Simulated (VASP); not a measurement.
# Ti2AgSb3 (Cm) in VASP: single point with PBEsol

Aim: the single point of Ti2AgSb3 with PBEsol.

Everything below comes from runs of VASP 6.6.1. Logs are shortened: lines on timing, memory, paths and dates and some standing lists are left out, and cuts for length are marked.

## (1) The cell of the first run

The structure is monoclinic, space group Cm (No. 8). The conventional cell has a = 12.757 Å, b = 3.691 Å, c = 5.534 Å, α = 90.00°, β = 107.22°, γ = 90.00°. Ti (site symmetry m) has 6 Sb at 2.72 to 2.85 Å and 2 Ag at 3.11 Å and 5 Ti at 3.62 to 3.69 Å within 3.7 Å. Within 3.7 Å of Ti (site symmetry m) lie 6 Sb at 2.78 to 2.93 Å and 2 Ag at 3.10 Å and 5 Ti at 3.62 to 3.69 Å. Ag (site symmetry m) has 6 Sb at 2.71 to 3.13 Å and 4 Ti at 3.10 to 3.11 Å and 2 Ag at 3.69 Å within 3.7 Å. Sb (site symmetry m) has 2 Ag at 2.71 to 2.83 Å and 4 Ti at 2.78 to 2.79 Å and 6 Sb at 3.38 to 3.69 Å within 3.7 Å. Sb (site symmetry m) has 4 Ti at 2.72 to 2.93 Å and 2 Ag at 2.97 Å and 6 Sb at 3.21 to 3.69 Å within 3.7 Å. Within 3.7 Å of Sb (site symmetry m) lie 4 Ti at 2.80 to 2.84 Å and 2 Ag at 3.13 Å and 6 Sb at 3.21 to 3.69 Å.

## (2) Single point, PBEsol

The input, INCAR:

```
ALGO = Normal
EDIFF = 1E-6
ENCUT = 520
GGA = PS
ISIF = 2
ISMEAR = -1
LASPH = T
LCHARG = F
LREAL = F
LWAVE = F
NBANDS = 34
NELM = 80
PREC = Accurate
SIGMA = 0.05
```

The input, KPOINTS:

```
k-points
0
Gamma
  6 6 6
```

The input, POSCAR:

```
Ti2AgSb3
1.0
   -1.8477188637      3.1959238713      6.3394858109
    1.8435007398     -2.3230673557      5.9410542829
    1.8471865801      2.3233451778     -5.9398191983
Ti Ag Sb
2 1 3
Direct
    0.5424904214      0.6356155560     -0.1219838762
    0.3291281214      0.3358503152     -0.0355859897
    0.1297421142     -0.0131707171      0.1140468019
    0.6165294280     -0.0161469831      0.6038109625
    0.0715939343      0.6604088023      0.3823181149
    0.8037544493      0.2998850980      0.4750010703
```

Potentials or basis: VASP PAW PBE potentials, release 64 (Ti_sv, Ag, Sb).

Started as:

```sh
$ cat potpaw_PBE.64/Ti_sv/POTCAR potpaw_PBE.64/Ag/POTCAR potpaw_PBE.64/Sb/POTCAR > POTCAR
$ mpirun -np 1 vasp_std > vasp.out
```

OUTCAR:

```text
EDIFF = 1E-6
   ENCUT = 520
   GGA = PS
   ISIF = 2
   ISMEAR = -1
   LASPH = T
   LREAL = F
   NELM = 80
   PREC = Accurate

 ion  position               nearest neighbor table
   1  0.542  0.636  0.878-   5 2.72   4 2.79   4 2.79   6 2.84   6 2.84   5 2.85   3 3.11   3 3.11

   2  0.329  0.336  0.964-   4 2.78   4 2.78   6 2.80   6 2.81   5 2.93   5 2.93   3 3.10   3 3.10

   3  0.130  0.987  0.114-   4 2.71   4 2.83   5 2.97   5 2.97   2 3.10   2 3.10   1 3.11   1 3.11
                             6 3.13   6 3.13
   4  0.617  0.984  0.604-   3 2.71   2 2.78   2 2.78   1 2.79   1 2.79   3 2.83   6 3.38   6 3.38
                             5 3.39   5 3.39
   5  0.072  0.660  0.382-   1 2.72   1 2.85   2 2.93   2 2.93   3 2.97   3 2.97   6 3.21   6 3.21
                             4 3.39   4 3.39
   6  0.804  0.300  0.475-   2 2.80   2 2.81   1 2.84   1 2.84   3 3.13   3 3.13   5 3.21   5 3.21
                             4 3.38   4 3.38

  LATTYP: Found a base centered monoclinic cell.
 ALAT       =    12.7571281131
 B/A-ratio  =     0.2893039487
 C/A-ratio  =     0.4337747985
 COS(beta)  =    -0.2960066991

  Lattice vectors:

 A1 = (  -1.8471865801,  -2.3233451778,   5.9398191983)
 A2 = (   1.8435007398,  -2.3230673557,   5.9410542829)
 A3 = (  -0.0005322836,   5.5192690491,   0.3996666126)

Analysis of symmetry for initial positions (statically):
=====================================================================
 Subroutine PRICEL returns:
 Original cell was already a primitive cell.

 Routine SETGRP: Setting up the symmetry group for a
 base centered monoclinic supercell.

 Subroutine GETGRP returns: Found  2 space group operations
 (whereof  1 operations were pure point group operations)
 out of a pool of  4 trial point group operations.

The static configuration has the point symmetry C_1 .
 The point group associated with its full space group is C_1h.

Analysis of symmetry for dynamics (positions and initial velocities):
=====================================================================
 Subroutine PRICEL returns:
 Original cell was already a primitive cell.

 Routine SETGRP: Setting up the symmetry group for a
 base centered monoclinic supercell.

 Subroutine GETGRP returns: Found  2 space group operations
 (whereof  1 operations were pure point group operations)
 out of a pool of  4 trial point group operations.

The dynamic configuration has the point symmetry C_1 .
 The point group associated with its full space group is C_1h.

 Subroutine INISYM returns: Found  2 space group operations
 (whereof  1 operations are pure point group operations),
 and found     1 'primitive' translations

----------------------------------------------------------------------------------------

                                     Primitive cell

  volume of cell :     124.4329

  direct lattice vectors                    reciprocal lattice vectors
    -1.847718864  3.195923871  6.339485811    -0.000036323  0.176193691  0.068906419
     1.843500740 -2.323067356  5.941054283     0.270925264 -0.005907577  0.081942590
     1.847186580  2.323345178 -5.939819198     0.270942831  0.182140252 -0.012852809

  length of vectors
     7.336012182  6.640125218  6.640141805     0.189188564  0.283107729  0.326726620

  position of ions in fractional coordinates (direct lattice)
     0.542490421  0.635615556  0.878016124
     0.329128121  0.335850315  0.964414010
     0.129742114  0.986829283  0.114046802
     0.616529428  0.983853017  0.603810962
     0.071593934  0.660408802  0.382318115
     0.803754449  0.299885098  0.475001070

  ion indices of the primitive-cell ions
   primitive index   ion index
                 1           1
                 2           2
                 3           3
                 4           4
                 5           5
                 6           6

----------------------------------------------------------------------------------------

 KPOINTS: k-points

Automatic generation of k-mesh.
 Grid dimensions read from file:
 generate k-points for:    6    6    6

 Generating k-lattice:

  Cartesian coordinates                     Fractional coordinates (reciprocal lattice)
    -0.000006054  0.029365615  0.011484403     0.166666667 -0.000000000  0.000000000
     0.045154211 -0.000984596  0.013657098     0.000000000  0.166666667  0.000000000
     0.045157139  0.030356709 -0.002142135    -0.000000000 -0.000000000  0.166666667

  Length of vectors
     0.031531427  0.047184621  0.054454437

  Shift w.r.t. Gamma in fractional coordinates (k-lattice)
     0.000000000  0.000000000  0.000000000

 Subroutine IBZKPT returns following result:
 ===========================================

 Found     68 irreducible k-points:

 Following reciprocal coordinates:
            Coordinates               Weight
  0.000000  0.000000  0.000000      1.000000
  0.166667 -0.000000  0.000000      2.000000
  0.333333  0.000000 -0.000000      2.000000
  0.500000  0.000000  0.000000      1.000000
 -0.000000  0.166667  0.000000      4.000000
  0.166667  0.166667  0.000000      4.000000
[... 16 lines left out ...]
  0.333333  0.166667  0.166667      2.000000
 -0.166667  0.166667  0.166667      2.000000
 [... further k-points ...]
   k-points           NKPTS =     68   k-points in BZ     NKDIM =     68   number of bands    NBANDS=     34
   number of dos      NEDOS =    301   number of ions     NIONS =      6
   total plane-waves  NPLWV = 140000
   dimension x,y,z NGX =    56 NGY =   50 NGZ =   50
   dimension x,y,z NGXF=   112 NGYF=  100 NGZF=  100
   ions per type =               2   1   3
   NGX,Y,Z   is equivalent  to a cutoff of  12.69, 12.52, 12.52 a.u.
   NGXF,Y,Z  is equivalent  to a cutoff of  25.38, 25.04, 25.04 a.u.
 SYSTEM =  unknown system
   PREC   = accura    normal or accurate (medium, high low for compatibility)
   ISTART =      0    job   : 0-new  1-cont  2-samecut
   ICHARG =      2    charge: 1-file 2-atom 10-const
   ISPIN  =      1    spin polarized calculation?
   LNONCOLLINEAR =      F non collinear calculations
   LSORBIT =      F    spin-orbit coupling
   LASPH  =      T    aspherical Exc in radial PAW
   ENCUT  =  520.0 eV  38.22 Ry    6.18 a.u.  13.64 12.35 12.35*2*pi/ulx,y,z
   NELM   =     80;   NELMIN=  2; NELMDL= -5     # of ELM steps
   EDIFF  = 0.1E-05   stopping-criterion for ELM
   LREAL  =      F    real-space projection
   EDIFFG = 0.1E-04   stopping-criterion for IOM
   NSW    =      0    number of steps for IOM
   IBRION =     -1    ionic relax: 0-MD 1-quasi-New 2-CG
   NFREE  =      0    steps in history (QN), initial steepest desc. (CG)
   ISIF   =      2    stress and relaxation
   ISYM   =      2    0-nonsym 1-usesym 2-fastsym
   POTIM  = 0.5000    time-step for ionic-motion
   TEBEG  =    0.0;   TEEND  =   0.0 temperature during run
   PSTRESS=    0.0 pullay stress
   NELECT =      50.0000    total number of electrons
   NUPDOWN=      -1.0000    fix difference up-down
   EMIN   =  10.00;   EMAX   =-10.00  energy-range for DOS
   EFERMI =   0.00;   METHOD = LEGACY
   ISMEAR =    -1;   SIGMA  =   0.05  broadening in eV -4-tet -1-fermi 0-gaus
   EFERMI_NEDOS =   21; number of points for ismear=-14 and -15
   IALGO  =     38    algorithm
   IMIX   =      4    mixing-type and parameters
     AMIX     =   0.40;   BMIX     =  1.00
     AMIX_MAG =   1.60;   BMIX_MAG =  1.00
  volume/ion in A,a.u.               =      20.74       139.95
  Fermi-wavevector in a.u.,A,eV,Ry     =   1.208054  2.282891 19.856271  1.459395
  Thomas-Fermi vector in A             =   2.343673
   LORBIT       =      0    0 simple, 1 ext, 2 COOP (PROOUT), +10 PAW based schemes
   GGA     = PS    functional components
   LHFCALC =     F    Hartree Fock is set to
   AEXX    =    0.0000 exact exchange contribution
   IVDW    =     0    specifies the selected vdW correction
   LEPSILON=     F    determine dielectric tensor
   LRPA    =     F    only Hartree local field effects (RPA)
 non-spin polarized calculation
  energy-cutoff  :      520.00
  volume of cell :      124.43
 maximum number of plane-waves:      3370
 NGX is ok and might be reduce to    56
   NGX = 27   NGY = 25   NGZ = 25

 number of electron      50.0000000 magnetization

 Free energy of the ion-electron system (eV)
  ---------------------------------------------------
  ext. energy  EPLUGINS =         0.00000000
  ---------------------------------------------------
  free energy    TOTEN  =       -34.92535897 eV

  energy without entropy =      -34.88963243  energy(sigma->0) =      -34.90749570

 E-fermi :   9.0626     XC(G=0): -11.1934

 val. band max:        9.0614808411   @ k =   0.1667  -0.1667   0.1667
 cond. band min:       9.0691245807   @ k =   0.0000   0.5000   0.3333
 fundamental gap:      0.0076437396
 Fermi energy:         9.0625945430

 k-point     1 :       0.0000    0.0000    0.0000
  band No.  band energies     occupation
      1     -47.9342      2.00000
      2     -47.8122      2.00000
      3     -24.3733      2.00000
      4     -24.2925      2.00000
      5     -24.2711      2.00000
      6     -24.2565      2.00000
[... 26 lines left out ...]
     33      11.9757      0.00000
     34      12.3382      0.00000

 k-point     2 :       0.1667   -0.0000    0.0000
  band No.  band energies     occupation
      1     -47.9342      2.00000
      2     -47.8122      2.00000
      3     -24.3731      2.00000
      4     -24.2927      2.00000
      5     -24.2710      2.00000
      6     -24.2559      2.00000
[... 26 lines left out ...]
     33      12.1605      0.00000
     34      12.4244      0.00000

 k-point     3 :       0.3333    0.0000   -0.0000
  band No.  band energies     occupation
      1     -47.9343      2.00000
      2     -47.8123      2.00000
      3     -24.3728      2.00000
      4     -24.2930      2.00000
      5     -24.2710      2.00000
      6     -24.2547      2.00000
[... 26 lines left out ...]
     33      12.2251      0.00000
     34      12.8358      0.00000

 k-point     4 :       0.5000    0.0000    0.0000
  band No.  band energies     occupation
      1     -47.9343      2.00000
      2     -47.8123      2.00000
      3     -24.3726      2.00000
      4     -24.2932      2.00000
      5     -24.2709      2.00000
      6     -24.2542      2.00000
[... 26 lines left out ...]
     33      12.0536      0.00000
     34      13.2455      0.00000

 k-point     5 :      -0.0000    0.1667    0.0000
  band No.  band energies     occupation
      1     -47.9337      2.00000
      2     -47.8117      2.00000
      3     -24.3722      2.00000
      4     -24.2905      2.00000
      5     -24.2807      2.00000
      6     -24.2556      2.00000
[... 621 lines left out ...]
 k-point    22 :       0.1667    0.1667    0.1667
  band No.  band energies     occupation
      1     -47.9327      2.00000
      2     -47.8107      2.00000
      3     -24.3697      2.00000
      4     -24.2993      2.00000
      5     -24.2865      2.00000
      6     -24.2527      2.00000
[... 26 lines left out ...]
     33      11.9454      0.00000
     34      12.4067      0.00000

 k-point    23 :       0.3333    0.1667    0.1667
  band No.  band energies     occupation
      1     -47.9327      2.00000
      2     -47.8108      2.00000
      3     -24.3696      2.00000
      4     -24.2993      2.00000
      5     -24.2865      2.00000
      6     -24.2522      2.00000
[... 26 lines left out ...]
     33      11.8403      0.00000
     34      12.8776      0.00000

 k-point    24 :      -0.1667    0.1667    0.1667
  band No.  band energies     occupation
      1     -47.9327      2.00000
      2     -47.8107      2.00000
      3     -24.3702      2.00000
      4     -24.2991      2.00000
      5     -24.2866      2.00000
      6     -24.2543      2.00000
[... 26 lines left out ...]
     33      11.2127      0.00000
     34      12.1035      0.00000

 [... further k-points ...]

------------------------ aborting loop because EDIFF is reached ----------------------------------------

  FORCE on cell =-STRESS in cart. coord.  units (eV):
  Direction    XX          YY          ZZ          XY          YZ          ZX
  --------------------------------------------------------------------------------------
  -------------------------------------------------------------------------------------
  Total        0.0373511      0.0382965      0.0496641     -0.0000049      0.0147678     -0.0000054
  in kB        0.4809267      0.4930990      0.6394664     -0.0000636      0.1901481     -0.0000691
  external PRESSURE =       0.5378307 kB  Pullay stress =       0.0000000 kB

 VOLUME and BASIS-vectors are now :
 -----------------------------------------------------------------------------
  energy-cutoff  :      520.00
  volume of cell :      124.43
      direct lattice vectors                 reciprocal lattice vectors
    -1.847718864  3.195923871  6.339485811    -0.000036323  0.176193691  0.068906419
     1.843500740 -2.323067356  5.941054283     0.270925264 -0.005907577  0.081942590
     1.847186580  2.323345178 -5.939819198     0.270942831  0.182140252 -0.012852809

 POSITION                                       TOTAL-FORCE (eV/Angst)
 -----------------------------------------------------------------------------------
      1.79125      2.29711      2.00008         0.000002     -0.009224     -0.002580
      1.79246      2.51233     -1.64664        -0.000000     -0.000226      0.000245
      1.79016     -1.61285      6.00789         0.000001     -0.002458     -0.001758
      1.78991      1.08769      6.16708        -0.000003      0.013586      0.005480
      1.79139     -0.41711      2.10649         0.000004     -0.003803     -0.012393
     -0.05486      2.97568      4.05560        -0.000004      0.002125      0.011006
 -----------------------------------------------------------------------------------
    total drift:                               -0.032216     -0.000236      0.000660

  FREE ENERGIE OF THE ION-ELECTRON SYSTEM (eV)
  ---------------------------------------------------
  free  energy   TOTEN  =       -34.9253589735 eV

  energy  without entropy=      -34.8896324252  energy(sigma->0) =      -34.90749570
```

It took 17 min on 1 thread of Intel Xeon Platinum 8375C at 2.90GHz (Ice Lake), shared host; peak memory 0.55 GiB.

Results:

```
Free energy            : -34.9254 eV
Pressure               : 0.1 GPa
Largest force          : 0.015 eV/Å
Band gap on the k mesh : zero (bands 25 and 26 overlap by 0.68 eV)
```

Forces in eV/Å, atoms in the order of the input:
```
Ti   0.000 -0.009 -0.003
Ti   0.000  0.000  0.000
Ag   0.000 -0.002 -0.002
Sb   0.000  0.014  0.005
Sb   0.000 -0.004 -0.012
Sb   0.000  0.002  0.011
```

Caveat: the PAW data sets were made with another functional, which shifts forces and pressure a little; spin-orbit coupling is left out, which moves the levels of the heavy elements.
